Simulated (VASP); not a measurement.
Here is a VASP 6.6.1 calculation.

The input INCAR:

```
SYSTEM = W
PREC = Accurate
ENCUT = 600
EDIFF = 1E-7
ISMEAR = -1
SIGMA = 0.1
LREAL = .FALSE.
LASPH = .TRUE.
NELM = 100
ALGO = Normal
ISIF = 3
LWAVE = .FALSE.
LCHARG = .FALSE.
GGA = RP
IBRION = 2
NSW = 80
EDIFFG = -0.01
```

KPOINTS

```
Automatic mesh
0
G
  5 5 5
  0 0 0
```

The input POSCAR:

```
W
1.0
    0.0000000000      2.0300000000      2.0300000000
    2.0300000000      0.0000000000      2.0300000000
    2.0300000000      2.0300000000      0.0000000000
W
1
Direct
    0.0000000000      0.0000000000      0.0000000000
```

Potentials or basis: VASP PAW PBE potentials, release 64 (W_sv).

Launch:

```bash
$ cat potpaw_PBE.64/W_sv/POTCAR > POTCAR
$ mpirun -np 1 vasp_std > vasp.out
```

Question: Predict the band gap on the k mesh.

Answer: Zero (band 7 reaches 11.83 eV, above the bottom of band 8 at 9.84 eV).

Question: Estimate the relaxed cell.

Answer: a = 2.867 Å, b = 2.867 Å, c = 2.867 Å, α = 60.00°, β = 60.00°, γ = 60.00°.

The path:
```csv
step,energy change (eV),largest force (eV/Å),pressure (GPa),volume (Å³)
1,0.0000,0.0000,-1.19,16.73
2,0.0024,0.0000,3.91,16.43
3,-0.0003,0.0000,0.00,16.66
```

Caveat: the k points lie up to 0.54 Å⁻¹ apart in the final cell; the PAW data sets were made with another functional, which shifts forces and pressure a little; spin-orbit coupling is left out, which moves the levels of the heavy elements.
